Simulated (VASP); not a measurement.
# Te2Mo (P2_1/m) in VASP: further runs

Aim: see how the results for Te2Mo move with the level of theory and the settings. Levels: RPBE, r2SCAN+D3(BJ). Tasks: single point.

All numbers are computed with VASP 6.6.1; they aren't measurements. Logs are shortened: lines on timing, memory, paths and dates and some standing lists are left out, and cuts for length are marked.

### Step 1. The cell of the first run

The structure is monoclinic, space group P2_1/m (No. 11). Conventional cell: a = 6.428 Å, b = 3.499 Å, c = 19.196 Å, α = 90.00°, β = 91.37°, γ = 90.00°. Te (site symmetry m) has 3 Mo at 2.84 to 2.86 Å and 8 Te at 3.50 to 3.76 Å within 3.8 Å. Within 3.8 Å of Te (site symmetry m) lie 3 Mo at 2.72 to 2.73 Å and 6 Te at 3.50 to 3.76 Å. Te (site symmetry m) has 3 Mo at 2.84 to 2.86 Å and 8 Te at 3.50 to 3.76 Å within 3.8 Å. Within 3.8 Å of Te (site symmetry m) lie 3 Mo at 2.72 to 2.73 Å and 6 Te at 3.50 to 3.76 Å. Mo (site symmetry m) has 6 Te at 2.72 to 2.86 Å and 4 Mo at 2.92 to 3.50 Å within 3.6 Å. Mo (site symmetry m) has 6 Te at 2.72 to 2.86 Å and 4 Mo at 2.92 to 3.50 Å within 3.6 Å.

### Step 2. Single point, RPBE

INCAR

```
SYSTEM = Te2Mo
  PREC = Accurate
  ENCUT = 520
  EDIFF = 1E-6
  ISMEAR = -1
  SIGMA = 0.05
  LREAL = .False.
  LASPH = .True.
  NELM = 60
  ALGO = Normal
  ISIF = 2
  LWAVE = .False.
  LCHARG = .True.
  GGA = RP
  LELF = .True.
  LVHAR = .True.
  NBANDS = 64
```

KPOINTS

```
regular mesh
0
Gamma
  4 8 2
  0 0 0
```

POSCAR

```
Te2Mo
1.0
    6.4272996290      0.0000000000      0.0974075987
    0.0000000000      3.4990086746      0.0000000000
   -0.7485651898      0.0000000000     19.1811989585
Te Mo
8 4
Direct
    0.9352583706      0.7500000000      0.5770972104
    0.0647416294      0.2500000000      0.4229027896
    0.9129500995      0.2500000000      0.8922195199
    0.0870499005      0.7500000000      0.1077804801
    0.4242773192      0.7500000000      0.9229018233
    0.5757226808      0.2500000000      0.0770981767
    0.4283068115      0.2500000000      0.6077808570
    0.5716931885      0.7500000000      0.3922191430
    0.8183547207      0.7500000000      0.9951658206
    0.1816452793      0.2500000000      0.0048341794
    0.6809558365      0.2500000000      0.4951642045
    0.3190441635      0.7500000000      0.5048357955
```

Potentials or basis: VASP PAW PBE potentials, release 64 (Te, Mo_sv).

Launch:

```sh
> cat potpaw_PBE.64/Te/POTCAR potpaw_PBE.64/Mo_sv/POTCAR > POTCAR
> mpirun -np 1 vasp_std > vasp.out
```

OUTCAR:

```text
SYSTEM = Te2Mo
   PREC = Accurate
   ENCUT = 520
   EDIFF = 1E-6
   ISMEAR = -1
   LREAL = .False.
   LASPH = .True.
   NELM = 60
   ISIF = 2
   GGA = RP

 ion  position               nearest neighbor table
   1  0.935  0.750  0.577-  11 2.84  11 2.84  12 2.86   2 3.55   2 3.55   7 3.66   7 3.66
   2  0.065  0.250  0.423-  12 2.84  12 2.84  11 2.86   1 3.55   1 3.55   8 3.66   8 3.66
   3  0.913  0.250  0.892-   9 2.72   9 2.72  10 2.73   5 3.66   5 3.66
   4  0.087  0.750  0.108-  10 2.72  10 2.72   9 2.73   6 3.66   6 3.66
   5  0.424  0.750  0.923-  10 2.84  10 2.84   9 2.86   6 3.55   6 3.55   3 3.66   3 3.66
   6  0.576  0.250  0.077-   9 2.84   9 2.84  10 2.86   5 3.55   5 3.55   4 3.66   4 3.66
   7  0.428  0.250  0.608-  12 2.72  12 2.72  11 2.73   1 3.66   1 3.66
   8  0.572  0.750  0.392-  11 2.72  11 2.72  12 2.73   2 3.66   2 3.66
   9  0.818  0.750  0.995-   3 2.72   3 2.72   4 2.73   6 2.84   6 2.84   5 2.86  10 2.92  10 2.92

  10  0.182  0.250  0.005-   4 2.72   4 2.72   3 2.73   5 2.84   5 2.84   6 2.86   9 2.92   9 2.92

  11  0.681  0.250  0.495-   8 2.72   8 2.72   7 2.73   1 2.84   1 2.84   2 2.86  12 2.92  12 2.92

  12  0.319  0.750  0.505-   7 2.72   7 2.72   8 2.73   2 2.84   2 2.84   1 2.86  11 2.92  11 2.92

  LATTYP: Found a simple monoclinic cell.
 ALAT       =     6.4280377069
 B/A-ratio  =     0.5443354308
 C/A-ratio  =     2.9862612859
 COS(beta)  =    -0.0238497981

  Lattice vectors:

 A1 = (   6.4272996290,   0.0000000000,   0.0974075987)
 A2 = (   0.0000000000,   3.4990086746,   0.0000000000)
 A3 = (  -0.7485651898,   0.0000000000,  19.1811989585)

Analysis of symmetry for initial positions (statically):
=====================================================================
 Subroutine PRICEL returns:
 Original cell was already a primitive cell.

 Routine SETGRP: Setting up the symmetry group for a
 simple monoclinic supercell.

 Subroutine GETGRP returns: Found  4 space group operations
 (whereof  2 operations were pure point group operations)
 out of a pool of  4 trial point group operations.

The static configuration has the point symmetry S_2 .
 The point group associated with its full space group is C_2h.

Analysis of symmetry for dynamics (positions and initial velocities):
=====================================================================
 Subroutine PRICEL returns:
 Original cell was already a primitive cell.

 Routine SETGRP: Setting up the symmetry group for a
 simple monoclinic supercell.

[... 136 lines left out ...]
   NELECT =     104.0000    total number of electrons
   NUPDOWN=      -1.0000    fix difference up-down
   EMIN   =  10.00;   EMAX   =-10.00  energy-range for DOS
   EFERMI =   0.00;   METHOD = LEGACY
   ISMEAR =    -1;   SIGMA  =   0.05  broadening in eV -4-tet -1-fermi 0-gaus
   EFERMI_NEDOS =   21; number of points for ismear=-14 and -15
   IALGO  =     38    algorithm
   IMIX   =      4    mixing-type and parameters
     AMIX     =   0.40;   BMIX     =  1.00
     AMIX_MAG =   1.60;   BMIX_MAG =  1.00
  volume/ion in A,a.u.               =      35.97       242.73
  Fermi-wavevector in a.u.,A,eV,Ry     =   1.018710  1.925083 14.119719  1.037770
  Thomas-Fermi vector in A             =   2.152183
   LORBIT       =      0    0 simple, 1 ext, 2 COOP (PROOUT), +10 PAW based schemes
   GGA     = RP    functional components
   LHFCALC =     F    Hartree Fock is set to
   AEXX    =    0.0000 exact exchange contribution
   IVDW    =     0    specifies the selected vdW correction
   LEPSILON=     F    determine dielectric tensor
   LRPA    =     F    only Hartree local field effects (RPA)
 non-spin polarized calculation
  energy-cutoff  :      520.00
  volume of cell :      431.62
 maximum number of plane-waves:     11666
 NGX is ok and might be reduce to    48
   NGX = 23   NGY = 13   NGZ = 71

 number of electron     103.9999997 magnetization

 Free energy of the ion-electron system (eV)
  ---------------------------------------------------
  ext. energy  EPLUGINS =         0.00000000
  ---------------------------------------------------
  free energy    TOTEN  =       -67.14773865 eV

  energy without entropy =      -67.13039335  energy(sigma->0) =      -67.13906600

 E-fermi :   4.4335     XC(G=0):  -7.9921

 val. band max:        4.2880753781   @ k =   0.0000   0.1250   0.0000
 cond. band min:       4.4367493533   @ k =   0.0000   0.1250   0.0000
 fundamental gap:      0.1486739751
 Fermi energy:         4.4335217924

 k-point     1 :       0.0000    0.0000    0.0000
  band No.  band energies     occupation
      1     -56.6343      2.00000
      2     -56.6341      2.00000
      3     -56.5827      2.00000
      4     -56.5825      2.00000
      5     -30.8581      2.00000
      6     -30.8579      2.00000
[... 1597 lines left out ...]
     63       6.7483      0.00000
     64       6.7703      0.00000

 [... further k-points ...]

------------------------ aborting loop because EDIFF is reached ----------------------------------------

  FORCE on cell =-STRESS in cart. coord.  units (eV):
  Direction    XX          YY          ZZ          XY          YZ          ZX
  --------------------------------------------------------------------------------------
  -------------------------------------------------------------------------------------
  Total       -0.0605695     -0.1300302      0.0216203      0.0000000      0.0000000     -0.0000004
  in kB       -0.2248321     -0.4826684      0.0802538      0.0000000      0.0000000     -0.0000017
  external PRESSURE =      -0.2090822 kB  Pullay stress =       0.0000000 kB

 VOLUME and BASIS-vectors are now :
 -----------------------------------------------------------------------------
  energy-cutoff  :      520.00
  volume of cell :      431.62
      direct lattice vectors                 reciprocal lattice vectors
     6.427299629  0.000000000  0.097407599     0.155494369  0.000000000  0.006068321
     0.000000000  3.499008675  0.000000000     0.000000000  0.285795233  0.000000000
    -0.748565190  0.000000000 19.181198959    -0.000789645  0.000000000  0.052103568

 POSITION                                       TOTAL-FORCE (eV/Angst)
 -----------------------------------------------------------------------------------
      5.57919      2.62426     11.16052        -0.002509     -0.000000      0.008308
      0.09954      0.87475      8.11809         0.002509      0.000000     -0.008308
      5.19992      0.87475     17.20277        -0.000058     -0.000000     -0.002403
      0.47882      2.62426      2.07584         0.000058     -0.000000      0.002403
      2.03611      2.62426     17.74369        -0.001726     -0.000000     -0.007989
      3.64263      0.87475      1.53492         0.001726     -0.000000      0.007989
      2.29789      0.87475     11.69969        -0.000060     -0.000000      0.001921
      3.38084      2.62426      7.57892         0.000060     -0.000000     -0.001921
      4.51486      2.62426     19.16819        -0.006925     -0.000000     -0.003975
      1.16387      0.87475      0.11042         0.006925     -0.000000      0.003975
      4.00604      0.87475      9.56417         0.006917     -0.000000     -0.003886
      1.67269      2.62426      9.71443        -0.006917     -0.000000      0.003886
 -----------------------------------------------------------------------------------
    total drift:                               -0.000000      0.000000      0.000000

  FREE ENERGIE OF THE ION-ELECTRON SYSTEM (eV)
  ---------------------------------------------------
  free  energy   TOTEN  =       -67.1477386545 eV

  energy  without entropy=      -67.1303933488  energy(sigma->0) =      -67.13906600
```

stdout:

```text
POSCAR found type information on POSCAR TeMo
 POSCAR found :  2 types and      12 ions
 scaLAPACK will be used
 -----------------------------------------------------------------------------
|                                                                             |
|                                                                             |
|     You enforced a specific xc type in the INCAR file but a different       |
|     I HOPE YOU KNOW WHAT YOU ARE DOING!                                     |
|                                                                             |
 -----------------------------------------------------------------------------

 LDA part: xc-table for (Slater+PW92), standard interpolation
 POSCAR, INCAR and KPOINTS ok, starting setup
 FFT: planning ... GRIDC
 FFT: planning ... GRID_SOFT
 FFT: planning ... GRID
 WAVECAR not read
 entering main loop
```

It took 15 min on 1 thread of AMD EPYC 9R45 (Zen 5), shared host; peak memory 0.8 GiB.

What came out:

```yaml
Free_energy: -67.1477 eV
Pressure: 0.0 GPa
Largest_force: 0.009 eV/Å
Band_gap_on_the_k_mesh: zero (bands 52 and 53 overlap by 0.18 eV)
```

Forces in eV/Å, atoms in the order of the input:
```
Te  -0.003  0.000  0.008
Te   0.003  0.000 -0.008
Te   0.000  0.000 -0.002
Te   0.000  0.000  0.002
Te  -0.002  0.000 -0.008
Te   0.002  0.000  0.008
Te   0.000  0.000  0.002
Te   0.000  0.000 -0.002
Mo  -0.007  0.000 -0.004
Mo   0.007  0.000  0.004
Mo   0.007  0.000 -0.004
Mo  -0.007  0.000  0.004
```

Levels at points of the mesh, in eV from the Fermi level:
```tsv
k point	band 48	band 49	band 50	band 51	band 52	band 53	band 54	band 55	band 56	band 57
(0.00, 0.00, 0.00)	-0.57	-0.33	-0.31	0.18	0.18	0.61	0.62	1.03	1.03	1.62
(0.50, 0.00, 0.00)	-0.79	-0.73	-0.73	-0.64	-0.64	0.10	0.10	1.06	1.06	1.43
(0.00, 0.50, 0.00)	-1.57	-1.39	-1.39	-1.38	-1.38	1.16	1.16	1.16	1.16	1.41
(0.50, 0.50, 0.00)	-1.70	-0.84	-0.84	-0.84	-0.84	1.08	1.08	1.08	1.08	1.83
(0.00, 0.00, 0.50)	-0.57	-0.32	-0.32	0.18	0.18	0.62	0.62	1.03	1.03	1.64
(0.50, 0.00, 0.50)	-0.79	-0.73	-0.73	-0.64	-0.64	0.10	0.10	1.06	1.06	1.42
(0.00, 0.50, 0.50)	-1.57	-1.38	-1.38	-1.38	-1.38	1.16	1.16	1.16	1.16	1.41
(0.50, 0.50, 0.50)	-1.70	-0.84	-0.84	-0.84	-0.84	1.08	1.08	1.08	1.08	1.83
```

Caveat: the PAW data sets were made with another functional, which shifts forces and pressure a little; spin-orbit coupling is left out, which moves the levels of the heavy elements; this functional lacks dispersion, which binds layers or chains, so the pressure and a relaxed spacing across them are unreliable.

### Step 3. Single point, r2SCAN+D3(BJ)

This run uses another cell than the first one, of 26.10 Å³/atom.

POSCAR

```
Te2Mo
1.0
    6.3362919704      0.0000000000      0.0542998499
    0.0000000000      3.4935985239      0.0000000000
   -0.8291200340      0.0000000000     14.1438699976
Te Mo
8 4
Direct
    0.9395557873      0.7500000000      0.6021914148
    0.0604442127      0.2500000000      0.3978085852
    0.9056223836      0.2500000000      0.8552023061
    0.0943776164      0.7500000000      0.1447976939
    0.4155635445      0.7500000000      0.8979889922
    0.5844364555      0.2500000000      0.1020110078
    0.4353815549      0.2500000000      0.6446097657
    0.5646184451      0.7500000000      0.3553902343
    0.8189198032      0.7500000000      0.9930151650
    0.1810801968      0.2500000000      0.0069848350
    0.6795791579      0.2500000000      0.4934659090
    0.3204208421      0.7500000000      0.5065340910
```

INCAR.step1

```
PREC     = Accurate       # precision mode
ENCUT    = 520            # plane-wave cutoff, eV
ISMEAR   = -1             # smearing method
SIGMA    = 0.05           # smearing width, eV
LREAL    = False          # projectors in reciprocal space
LASPH    = True           # aspherical terms in the spheres
NELM     = 80             # most SCF steps
NBANDS   = 64             # bands
GGA      = PE             # functional
ALGO     = Normal         # electronic algorithm
EDIFF    = 1E-4           # SCF threshold, eV
LWAVE    = True           # write WAVECAR
LCHARG   = False          # write CHGCAR
```

INCAR.step2

```
PREC     = Accurate       # precision mode
ENCUT    = 520            # plane-wave cutoff, eV
EDIFF    = 1E-6           # SCF threshold, eV
ISMEAR   = -1             # smearing method
SIGMA    = 0.05           # smearing width, eV
LREAL    = False          # projectors in reciprocal space
LASPH    = True           # aspherical terms in the spheres
NELM     = 80             # most SCF steps
ALGO     = Normal         # electronic algorithm
ISIF     = 2              # what is computed and relaxed
LWAVE    = False          # write WAVECAR
LCHARG   = False          # write CHGCAR
METAGGA  = R2SCAN         # meta-GGA
LMIXTAU  = True         
IVDW     = 12             # dispersion correction
VDW_S6   = 1.0          
VDW_S8   = 0.78981345   
VDW_A1   = 0.49484001   
VDW_A2   = 5.73083694   
NBANDS   = 64             # bands
ISTART   = 1
```

KPOINTS

```
regular mesh
0
Gamma
  4 8 2
```

Potentials or basis: VASP PAW PBE potentials, release 64 (Te, Mo_sv).

Launch:

```sh
> cat potpaw_PBE.64/Te/POTCAR potpaw_PBE.64/Mo_sv/POTCAR > POTCAR
> cp INCAR.step1 INCAR
> mpirun -np 1 vasp_std > vasp.out
> cp INCAR.step2 INCAR
> mpirun -np 1 vasp_std > vasp.out
```

Run time: 53 min. Hardware: 1 thread of Oxide Virtual Turin-like, shared host; peak memory 0.66 GiB.

It converged, with:

| Quantity | Value |
| --- | --- |
| Free energy | -314.0107 eV |
| Pressure | -0.3 GPa |
| Largest force | 0.029 eV/Å |
| Band gap on the k mesh | zero (bands 52 and 53 overlap by 0.04 eV) |
| Dispersion energy per atom | -0.240 eV |

Forces on the atoms (eV/Å):
```
Te   0.000  0.000  0.021
Te   0.000  0.000 -0.021
Te   0.003  0.000 -0.028
Te  -0.003  0.000  0.028
Te   0.001  0.000 -0.020
Te  -0.001  0.000  0.020
Te   0.000  0.000  0.029
Te   0.000  0.000 -0.029
Mo  -0.010  0.000  0.003
Mo   0.010  0.000 -0.003
Mo   0.009  0.000  0.002
Mo  -0.009  0.000 -0.002
```

Levels at points of the mesh, in eV from the Fermi level:
```tsv
k point	band 50	band 51	band 52	band 53	band 54	band 55
(0.00, 0.00, 0.00)	-0.14	-0.01	0.03	0.62	0.85	0.90
(0.50, 0.00, 0.00)	-0.94	-0.67	-0.61	0.15	0.18	0.90
(0.00, 0.50, 0.00)	-1.62	-1.54	-1.54	1.18	1.18	1.30
(0.50, 0.50, 0.00)	-1.09	-1.03	-1.03	1.15	1.15	1.19
(0.00, 0.00, 0.50)	-0.11	-0.06	-0.06	0.66	0.73	0.92
(0.50, 0.00, 0.50)	-0.94	-0.64	-0.50	0.18	0.20	0.87
(0.00, 0.50, 0.50)	-1.63	-1.60	-1.60	1.18	1.18	1.28
(0.50, 0.50, 0.50)	-1.09	-1.03	-1.03	1.15	1.15	1.17
```

Caveat: three body term missing; the PAW data sets were made with another functional, which shifts forces and pressure a little; spin-orbit coupling is left out, which moves the levels of the heavy elements.

The gap in the log of VASP goes by the Fermi energy; the results here count the filled bands.